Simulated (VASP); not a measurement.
Wanted: the native input for a VASP 6.6.1 run.

```
Task                   : single point
Functional             : PBEsol
Potentials or basis    : VASP PAW PBE potentials, release 64 (F)
Cutoff                 : 520 eV
k mesh                 : 4 × 4 × 2
Occupations            : gaussian, width 0.05 eV
Spin                   : no spin polarisation
Dipole correction      : no
Further INCAR settings : ALGO = Normal; EDIFF = 1e-06; NBANDS = 22
```

The structure of F lies in POSCAR:

```
F
1.0
    3.1832009720     -1.7159019841     -0.2455159199
    3.1832009720      1.7159019841     -0.2455159199
   -2.4275240368      0.0000000000      6.8858021375
F
4
Direct
    0.0848459664      0.0848459664      0.0940038325
    0.9151540336      0.9151540336      0.9059961675
    0.5015719855      0.5015719855      0.5937195244
    0.4984280145      0.4984280145      0.4062804756
```

The input as run:

INCAR

```
ALGO     = Normal         # electronic algorithm
EDIFF    = 1E-6           # SCF threshold, eV
ENCUT    = 520            # plane-wave cutoff, eV
GGA      = PS             # functional
ISIF     = 2              # what is computed and relaxed
ISMEAR   = 0              # smearing method
LASPH    = T              # aspherical terms in the spheres
LCHARG   = F              # write CHGCAR
LREAL    = F              # projectors in reciprocal space
LWAVE    = F              # write WAVECAR
NBANDS   = 22             # bands
NELM     = 100            # most SCF steps
PREC     = Accurate       # precision mode
SIGMA    = 0.05           # smearing width, eV
```

KPOINTS

```
k-points
0
Gamma
  4 4 2
```

Potentials or basis: VASP PAW PBE potentials, release 64 (F).

The run is started by

```sh
$ cat potpaw_PBE.64/F/POTCAR > POTCAR
$ mpirun -np 1 vasp_std > vasp.out
```

Results of the run:

| Quantity | Value |
| --- | --- |
| Pressure | 3.9 GPa |
| Largest force | 2.179 eV/Å |
| Band gap on the k mesh | 3.50 eV, indirect (least direct gap 3.61 eV) |

Caveat: the k points lie up to 0.53 Å⁻¹ apart; the PAW data sets were made with another functional, which shifts forces and pressure a little.

Run time: 38 s on 1 thread of Intel Xeon 8259CL (shared host), peak memory 0.18 GiB.
